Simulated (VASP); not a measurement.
A run of VASP 6.6.1:

POSCAR

```
ZrS
1.0
    0.0000000000      2.7825000000      2.6250000000
    2.4675000000      0.0000000000      2.6250000000
    2.4675000000      2.7825000000      0.0000000000
Zr S
1 1
Direct
    0.0000000000      0.0000000000      0.0000000000
    0.5000000000      0.5000000000      0.5000000000
```

INCAR.step1

```
SYSTEM = ZrS
PREC = Accurate
ENCUT = 520
ISMEAR = 0
SIGMA = 0.15
LREAL = .FALSE.
LASPH = .TRUE.
NELM = 100
NBANDS = 16
GGA = PE
ALGO = Normal
EDIFF = 1E-4
LWAVE = .TRUE.
LCHARG = .FALSE.
```

INCAR.step2

```
SYSTEM = ZrS
PREC = Accurate
ENCUT = 520
EDIFF = 1E-6
ISMEAR = 0
SIGMA = 0.15
LREAL = .FALSE.
LASPH = .TRUE.
NELM = 100
ALGO = Normal
ISIF = 2
LWAVE = .FALSE.
LCHARG = .FALSE.
METAGGA = R2SCAN
LMIXTAU = .TRUE.
NBANDS = 16
ISTART = 1
```

File KPOINTS:

```
Automatic mesh
0
G
  16 16 16
  0 0 0
```

Potentials or basis: VASP PAW PBE potentials, release 64 (Zr_sv, S).

Run with:

```sh
$ cat potpaw_PBE.64/Zr_sv/POTCAR potpaw_PBE.64/S/POTCAR > POTCAR
$ cp INCAR.step1 INCAR
$ mpirun -np 1 vasp_std > vasp.out
$ cp INCAR.step2 INCAR
$ mpirun -np 1 vasp_std > vasp.out
```

Hardware: 1 thread of AMD EPYC 9R45 96-Core Processor (Zen 5), with other jobs on the host.

Estimate the wall time of this run.

Run time: 13 min on 1 thread of AMD EPYC 9R45 96-Core Processor (Zen 5), on a shared host, peak memory 0.42 GiB. Counts: k points 621.
